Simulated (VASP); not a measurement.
# Au (Fm-3m) in VASP: single point with PBE

Aim: the single point of Au with PBE.

Program: VASP 6.6.1. These are calculated values, not measurements. Logs are shortened: lines on timing, memory, paths and dates and some standing lists are left out, and cuts for length are marked.

### 1 The cell of the first run

It takes space group Fm-3m (No. 225, cubic). The conventional cell has a = 4.158 Å, b = 4.158 Å, c = 4.158 Å, α = 90.00°, β = 90.00°, γ = 90.00°. Au (site symmetry m-3m) has 12 Au at 2.94 Å within 3.9 Å.

### 2 Single point, PBE

INCAR reads:

```
PREC     = Accurate       # precision mode
ENCUT    = 520            # plane-wave cutoff, eV
EDIFF    = 1E-6           # SCF threshold, eV
ISMEAR   = 0              # smearing method
SIGMA    = 0.1            # smearing width, eV
LREAL    = Auto         
LASPH    = True           # aspherical terms in the spheres
NELM     = 60             # most SCF steps
ALGO     = Fast           # electronic algorithm
ISIF     = 2              # what is computed and relaxed
LWAVE    = False          # write WAVECAR
LCHARG   = True           # write CHGCAR
GGA      = PE             # functional
LELF     = True           # ELF
LVHAR    = True         
NBANDS   = 168            # bands
```

KPOINTS reads:

```
Automatic mesh
0
Gamma
  4 4 4
```

POSCAR reads:

```
Au
1.0
   -6.2368442493      6.2368442493      0.0000000000
   -6.2368442493      0.0000000000      6.2368442493
    0.0000000000      6.2368442493      6.2368442493
Au
27
Direct
    0.0000000000      0.0000000000      0.0000000000
    0.3333333333      0.0000000000      0.0000000000
    0.0000000000      0.3333333333      0.0000000000
    0.0000000000      0.0000000000      0.3333333333
    0.6666666667      0.0000000000      0.0000000000
    0.3333333333      0.3333333333      0.0000000000
    0.3333333333      0.0000000000      0.3333333333
    0.0000000000      0.6666666667      0.0000000000
    0.0000000000      0.3333333333      0.3333333333
    0.0000000000      0.0000000000      0.6666666667
    0.6666666667      0.3333333333      0.0000000000
    0.6666666667      0.0000000000      0.3333333333
    0.3333333333      0.6666666667      0.0000000000
    0.3333333333      0.3333333333      0.3333333333
    0.3333333333      0.0000000000      0.6666666667
    0.0000000000      0.6666666667      0.3333333333
    0.0000000000      0.3333333333      0.6666666667
    0.6666666667      0.6666666667      0.0000000000
    0.6666666667      0.3333333333      0.3333333333
    0.6666666667      0.0000000000      0.6666666667
    0.3333333333      0.6666666667      0.3333333333
    0.3333333333      0.3333333333      0.6666666667
    0.0000000000      0.6666666667      0.6666666667
    0.6666666667      0.6666666667      0.3333333333
    0.6666666667      0.3333333333      0.6666666667
    0.3333333333      0.6666666667      0.6666666667
    0.6666666667      0.6666666667      0.6666666667
```

Potentials or basis: VASP PAW PBE potentials, release 64 (Au).

On the command line:

```console
$ cat potpaw_PBE.64/Au/POTCAR > POTCAR
$ mpirun -np 1 vasp_std > vasp.out
```

OUTCAR:

```text
PREC = Accurate
   ENCUT = 520
   EDIFF = 1E-6
   ISMEAR = 0
   LREAL = Auto
   LASPH = True
   NELM = 60
   ISIF = 2
   GGA = PE

 ion  position               nearest neighbor table
   1  0.000  0.000  0.000-   2 2.94   3 2.94   4 2.94   5 2.94   8 2.94  10 2.94  11 2.94  12 2.94
                            13 2.94  15 2.94  16 2.94  17 2.94
   2  0.333  0.000  0.000-   1 2.94   3 2.94   4 2.94   6 2.94   7 2.94  13 2.94  15 2.94  21 2.94
                            22 2.94  18 2.94  20 2.94   5 2.94
   3  0.000  0.333  0.000-   1 2.94   2 2.94   4 2.94   6 2.94   9 2.94  11 2.94  17 2.94  19 2.94
                            22 2.94  18 2.94  23 2.94   8 2.94
   4  0.000  0.000  0.333-   1 2.94   2 2.94   3 2.94   7 2.94   9 2.94  12 2.94  16 2.94  19 2.94
                            21 2.94  20 2.94  23 2.94  10 2.94
   5  0.667  0.000  0.000-   1 2.94   8 2.94  10 2.94  11 2.94  12 2.94  18 2.94  20 2.94  24 2.94
                            25 2.94   6 2.94   7 2.94   2 2.94
   6  0.333  0.333  0.000-   2 2.94   3 2.94   7 2.94   9 2.94  14 2.94  22 2.94   8 2.94   5 2.94
                            25 2.94  26 2.94  11 2.94  13 2.94
   7  0.333  0.000  0.333-   2 2.94   4 2.94   6 2.94   9 2.94  14 2.94  21 2.94   5 2.94  10 2.94
                            24 2.94  26 2.94  15 2.94  12 2.94
   8  0.000  0.667  0.000-   1 2.94   5 2.94  10 2.94  13 2.94  16 2.94  18 2.94  23 2.94  24 2.94
                            26 2.94   9 2.94   6 2.94   3 2.94
   9  0.000  0.333  0.333-   3 2.94   4 2.94   6 2.94   7 2.94  14 2.94  19 2.94   8 2.94  10 2.94
                            24 2.94  25 2.94  17 2.94  16 2.94
  10  0.000  0.000  0.667-   1 2.94   5 2.94   8 2.94  15 2.94  17 2.94  20 2.94  23 2.94  25 2.94
                            26 2.94   7 2.94   9 2.94   4 2.94
  11  0.667  0.333  0.000-   1 2.94   3 2.94   5 2.94  12 2.94  17 2.94  19 2.94  25 2.94  14 2.94
                            27 2.94   6 2.94  13 2.94  18 2.94
[... 36 lines left out ...]
  Lattice vectors:

 A1 = (  -6.2368442493,   6.2368442493,   0.0000000000)
 A2 = (  -6.2368442493,   0.0000000000,   6.2368442493)
 A3 = (   0.0000000000,   6.2368442493,   6.2368442493)

Analysis of symmetry for initial positions (statically):
=====================================================================
 Subroutine PRICEL returns following result:

  LATTYP: Found a face centered cubic cell.
 ALAT       =     4.1578961658

  Lattice vectors:

 A1 = (  -2.0789480829,   2.0789480829,   0.0000000000)
 A2 = (  -2.0789480829,   0.0000000000,   2.0789480829)
 A3 = (   0.0000000000,   2.0789480829,   2.0789480829)

  27 primitive cells build up your supercell.

 Routine SETGRP: Setting up the symmetry group for a
 face centered cubic supercell.

 Subroutine GETGRP returns: Found 48 space group operations
 (whereof 48 operations were pure point group operations)
 out of a pool of 48 trial point group operations.

The static configuration has the point symmetry O_h .

Analysis of symmetry for dynamics (positions and initial velocities):
=====================================================================
 Subroutine PRICEL returns following result:

  LATTYP: Found a face centered cubic cell.
 ALAT       =     4.1578961658

  Lattice vectors:

 A1 = (  -2.0789480829,   2.0789480829,   0.0000000000)
 A2 = (  -2.0789480829,   0.0000000000,   2.0789480829)
 A3 = (   0.0000000000,   2.0789480829,   2.0789480829)

  27 primitive cells build up your supercell.

 Routine SETGRP: Setting up the symmetry group for a
 face centered cubic supercell.

 Subroutine GETGRP returns: Found 48 space group operations
 (whereof 48 operations were pure point group operations)
 out of a pool of 48 trial point group operations.

The dynamic configuration has the point symmetry O_h .

 Subroutine INISYM returns: Found 48 space group operations
 (whereof 48 operations are pure point group operations),
 and found    27 'primitive' translations

----------------------------------------------------------------------------------------

                                     Primitive cell

  volume of cell :      17.9705

  direct lattice vectors                    reciprocal lattice vectors
    -2.078948083  2.078948083  0.000000000    -0.240506246  0.240506246 -0.240506246
    -2.078948083  0.000000000  2.078948083    -0.240506246 -0.240506246  0.240506246
     0.000000000  2.078948083  2.078948083     0.240506246  0.240506246  0.240506246

  length of vectors
     2.940076574  2.940076574  2.940076574     0.416569038  0.416569038  0.416569038

  position of ions in fractional coordinates (direct lattice)
     0.000000000  0.000000000  0.000000000

  ion indices of the primitive-cell ions
   primitive index   ion index
                 1           1

----------------------------------------------------------------------------------------

 KPOINTS: Automatic mesh

Automatic generation of k-mesh.
 Grid dimensions read from file:
 generate k-points for:    4    4    4

 Generating k-lattice:

  Cartesian coordinates                     Fractional coordinates (reciprocal lattice)
    -0.020042187  0.020042187 -0.020042187     0.250000000  0.000000000  0.000000000
    -0.020042187 -0.020042187  0.020042187     0.000000000  0.250000000  0.000000000
     0.020042187  0.020042187  0.020042187     0.000000000  0.000000000  0.250000000

  Length of vectors
     0.034714087  0.034714087  0.034714087

  Shift w.r.t. Gamma in fractional coordinates (k-lattice)
     0.000000000  0.000000000  0.000000000

 Subroutine IBZKPT returns following result:
 ===========================================

 Found      8 irreducible k-points:

 Following reciprocal coordinates:
            Coordinates               Weight
  0.000000  0.000000  0.000000      1.000000
  0.250000  0.000000  0.000000      8.000000
  0.500000  0.000000  0.000000      4.000000
  0.250000  0.250000  0.000000      6.000000
  0.500000  0.250000  0.000000     24.000000
 -0.250000  0.250000  0.000000     12.000000
  0.500000  0.500000  0.000000      3.000000
 -0.250000  0.500000  0.250000      6.000000
   k-points           NKPTS =      8   k-points in BZ     NKDIM =      8   number of bands    NBANDS=    168
   number of dos      NEDOS =    301   number of ions     NIONS =     27
   total plane-waves  NPLWV = 343000
   dimension x,y,z NGX =    70 NGY =   70 NGZ =   70
   dimension x,y,z NGXF=   140 NGYF=  140 NGZF=  140
   ions per type =              27
   NGX,Y,Z   is equivalent  to a cutoff of  13.19, 13.19, 13.19 a.u.
   NGXF,Y,Z  is equivalent  to a cutoff of  26.39, 26.39, 26.39 a.u.
 SYSTEM =  unknown system
   PREC   = accura    normal or accurate (medium, high low for compatibility)
   ISTART =      0    job   : 0-new  1-cont  2-samecut
   ICHARG =      2    charge: 1-file 2-atom 10-const
   ISPIN  =      1    spin polarized calculation?
   LNONCOLLINEAR =      F non collinear calculations
   LSORBIT =      F    spin-orbit coupling
   LASPH  =      T    aspherical Exc in radial PAW
   ENCUT  =  520.0 eV  38.22 Ry    6.18 a.u.  16.40 16.40 16.40*2*pi/ulx,y,z
   NELM   =     60;   NELMIN=  2; NELMDL= -5     # of ELM steps
   EDIFF  = 0.1E-05   stopping-criterion for ELM
   LREAL  =      T    real-space projection
   EDIFFG = 0.1E-04   stopping-criterion for IOM
   NSW    =      0    number of steps for IOM
   IBRION =     -1    ionic relax: 0-MD 1-quasi-New 2-CG
   NFREE  =      0    steps in history (QN), initial steepest desc. (CG)
   ISIF   =      2    stress and relaxation
   ISYM   =      2    0-nonsym 1-usesym 2-fastsym
   POTIM  = 0.5000    time-step for ionic-motion
   TEBEG  =    0.0;   TEEND  =   0.0 temperature during run
   PSTRESS=    0.0 pullay stress
   NELECT =     297.0000    total number of electrons
   NUPDOWN=      -1.0000    fix difference up-down
   EMIN   =  10.00;   EMAX   =-10.00  energy-range for DOS
   EFERMI =   0.00;   METHOD = LEGACY
   ISMEAR =     0;   SIGMA  =   0.10  broadening in eV -4-tet -1-fermi 0-gaus
   EFERMI_NEDOS =   21; number of points for ismear=-14 and -15
   IALGO  =     68    algorithm
   IMIX   =      4    mixing-type and parameters
     AMIX     =   0.40;   BMIX     =  1.00
     AMIX_MAG =   1.60;   BMIX_MAG =  1.00
  volume/ion in A,a.u.               =      17.97       121.27
  Fermi-wavevector in a.u.,A,eV,Ry     =   1.390013  2.626743 26.288295  1.932135
  Thomas-Fermi vector in A             =   2.513988
   LORBIT       =      0    0 simple, 1 ext, 2 COOP (PROOUT), +10 PAW based schemes
   GGA     = PE    functional components
   LHFCALC =     F    Hartree Fock is set to
   AEXX    =    0.0000 exact exchange contribution
   IVDW    =     0    specifies the selected vdW correction
   LEPSILON=     F    determine dielectric tensor
   LRPA    =     F    only Hartree local field effects (RPA)
 non-spin polarized calculation
 RMM-DIIS sequential band-by-band and
 Gauss-broadening in eV      SIGMA  =   0.10
  energy-cutoff  :      520.00
  volume of cell :      485.20
 maximum number of plane-waves:     13116
 NGX is ok and might be reduce to    70
   NGX = 33   NGY = 33   NGZ = 33

 number of electron     297.0000006 magnetization

 Free energy of the ion-electron system (eV)
  ---------------------------------------------------
  ext. energy  EPLUGINS =         0.00000000
  ---------------------------------------------------
  free energy    TOTEN  =       -86.76157297 eV

  energy without entropy =      -86.71105922  energy(sigma->0) =      -86.73631609

 E-fermi :   8.5569     XC(G=0): -12.4007

 val. band max:        8.4716528283   @ k =   0.5000   0.5000   0.0000
 cond. band min:       8.5798916359   @ k =   0.5000   0.2500   0.0000
 fundamental gap:      0.1082388076
 Fermi energy:         8.5569136583

 k-point     1 :       0.0000    0.0000    0.0000
  band No.  band energies     occupation
      1      -0.6935      2.00000
      2       1.6155      2.00000
      3       1.6155      2.00000
      4       1.6155      2.00000
      5       1.6155      2.00000
      6       1.6155      2.00000
[... 1293 lines left out ...]
    159      10.4600      0.00000
    160      10.8188      0.00000
 [bands above 160 left out]

------------------------ aborting loop because EDIFF is reached ----------------------------------------

  FORCE on cell =-STRESS in cart. coord.  units (eV):
  Direction    XX          YY          ZZ          XY          YZ          ZX
  --------------------------------------------------------------------------------------
  -------------------------------------------------------------------------------------
  Total       -0.3354129     -0.3354129     -0.3354129     -0.0000000     -0.0000000      0.0000000
  in kB       -1.1075559     -1.1075559     -1.1075559     -0.0000000     -0.0000000      0.0000000
  external PRESSURE =      -1.1075559 kB  Pullay stress =       0.0000000 kB

 VOLUME and BASIS-vectors are now :
 -----------------------------------------------------------------------------
  energy-cutoff  :      520.00
  volume of cell :      485.20
      direct lattice vectors                 reciprocal lattice vectors
    -6.236844249  6.236844249  0.000000000    -0.080168749  0.080168749 -0.080168749
    -6.236844249  0.000000000  6.236844249    -0.080168749 -0.080168749  0.080168749
     0.000000000  6.236844249  6.236844249     0.080168749  0.080168749  0.080168749

 POSITION                                       TOTAL-FORCE (eV/Angst)
 -----------------------------------------------------------------------------------
      0.00000      0.00000      0.00000        -0.000000      0.000000      0.000000
     -2.07895      2.07895      0.00000         0.000000      0.000000      0.000000
     -2.07895      0.00000      2.07895        -0.000000     -0.000000     -0.000000
      0.00000      2.07895      2.07895         0.000000     -0.000000     -0.000000
     -4.15790      4.15790      0.00000        -0.000000     -0.000000      0.000000
     -4.15790      2.07895      2.07895         0.000000      0.000000     -0.000000
[... 19 lines left out ...]
     -6.23684      6.23684      8.31579         0.000000      0.000000      0.000000
     -8.31579      8.31579      8.31579         0.000000     -0.000000     -0.000000
 -----------------------------------------------------------------------------------
    total drift:                               -0.000000     -0.000000     -0.000000

  FREE ENERGIE OF THE ION-ELECTRON SYSTEM (eV)
  ---------------------------------------------------
  free  energy   TOTEN  =       -86.7615729669 eV

  energy  without entropy=      -86.7110592188  energy(sigma->0) =      -86.73631609
```

Run time: 43 min. Hardware: 1 thread of Intel Xeon Platinum 8259CL at 2.50GHz (Skylake/Cascade Lake), shared host; peak memory 0.94 GiB.

Results:

* Free energy: -86.7616 eV
* Pressure: -0.1 GPa
* Band gap on the k mesh: zero (an odd number of electrons rules out a gap without spin polarisation)

Caveat: spin-orbit coupling is left out, which moves the levels of the heavy elements.

The gap in the log of VASP goes by the Fermi energy; the results here count the filled bands.